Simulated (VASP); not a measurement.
A run of VASP 6.6.1 is set up as follows.

Contents of POSCAR:

```
Ge
1.0
   -2.5744897200      2.5744897200      1.3974126400
    2.5744897200     -2.5744897200      1.3974126400
    2.5744897200      2.5744897200     -1.3974126400
Ge
2
Direct
    0.2500000000      0.7500000000      0.5000000000
    0.5000000000      0.5000000000      0.0000000000
```

Contents of INCAR.step1:

```
SYSTEM = Ge
PREC     = Accurate       ! precision mode
ENCUT    = 520            ! plane-wave cutoff, eV
ISMEAR   = -1             ! smearing method
SIGMA    = 0.5            ! smearing width, eV
LREAL    = .FALSE.        ! projectors in reciprocal space
LASPH    = .TRUE.         ! aspherical terms in the spheres
NELM     = 60             ! most SCF steps
NBANDS   = 21             ! bands
GGA      = PE             ! functional
ALGO     = Normal         ! electronic algorithm
EDIFF    = 1E-4           ! SCF threshold, eV
LWAVE    = .TRUE.         ! write WAVECAR
LCHARG   = .FALSE.        ! write CHGCAR
```

INCAR.step2

```
SYSTEM = Ge
PREC     = Accurate       ! precision mode
ENCUT    = 520            ! plane-wave cutoff, eV
EDIFF    = 1E-7           ! SCF threshold, eV
ISMEAR   = -1             ! smearing method
SIGMA    = 0.5            ! smearing width, eV
LREAL    = .FALSE.        ! projectors in reciprocal space
LASPH    = .TRUE.         ! aspherical terms in the spheres
NELM     = 60             ! most SCF steps
ALGO     = Normal         ! electronic algorithm
ISIF     = 2              ! what is computed and relaxed
LWAVE    = .FALSE.        ! write WAVECAR
LCHARG   = .FALSE.        ! write CHGCAR
METAGGA  = R2SCAN         ! meta-GGA
LMIXTAU  = .TRUE.       
NBANDS   = 21             ! bands
ISTART   = 1
```

KPOINTS

```
Automatic mesh
0
Gamma
  12 12 12
  0.5 0.5 0.5
```

Potentials or basis: VASP PAW PBE potentials, release 64 (Ge_d).

Run with:

```console
$ cat potpaw_PBE.64/Ge_d/POTCAR > POTCAR
$ cp INCAR.step1 INCAR
$ mpirun -np 1 vasp_std > vasp.out
$ cp INCAR.step2 INCAR
$ mpirun -np 1 vasp_std > vasp.out
```

(1) What does it give for the band gap on the k mesh?

(2) Estimate the pressure.

Answers

(1) zero (bands 14 and 15 overlap by 5.06 eV).

(2) 2.0 GPa.

Caveat: so wide a smearing shifts energies and pressures; the PAW data sets were made with another functional, which shifts forces and pressure a little.
